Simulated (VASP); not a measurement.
W:

```
W
1.0
    -1.58234    1.58234    1.58234
     1.58234   -1.58234    1.58234
     1.58234    1.58234   -1.58234
W
1
Direct
  0.00000 0.00000 0.00000
```

```yaml
Program: VASP 6.6.1
Task: relaxation of cell and atoms
Functional: BLYP
Dispersion: D4
Potentials_or_basis: VASP PAW PBE potentials, release 64 (W_sv)
Cutoff: 600 eV
k_mesh: 12 × 12 × 12
Occupations: fermi-dirac, width 0.05 eV
Spin: no spin polarisation
```

At the start: pressure 3.8 GPa; volume 15.85 Å³/atom.

Task: Where does the relaxation end?

Result: Over 3 steps the energy falls by 2.3 meV/atom and the volume is 16.05 Å³/atom (+1.3 %); space group Im-3m (No. 229, to 0.05 Å).

The path:
```csv
step,energy change (eV),largest force (eV/Å),pressure (GPa),volume (Å³)
1,0.0000,0.0000,3.83,15.85
2,0.0236,0.0000,-11.64,16.73
3,-0.0023,0.0000,-0.06,16.05
```

Final structure:
```yaml
crystal:
  lattice:
    - [-1.58897, 1.58897, 1.58897]
    - [1.58897, -1.58897, 1.58897]
    - [1.58897, 1.58897, -1.58897]
  atoms:
    - { symbol: W, position: [0.00000, 0.00000, 0.00000] }
```

Caveat: the PAW data sets were made with another functional, which shifts forces and pressure a little; pairwise dispersion overbinds metals, which lowers pressure and volume.
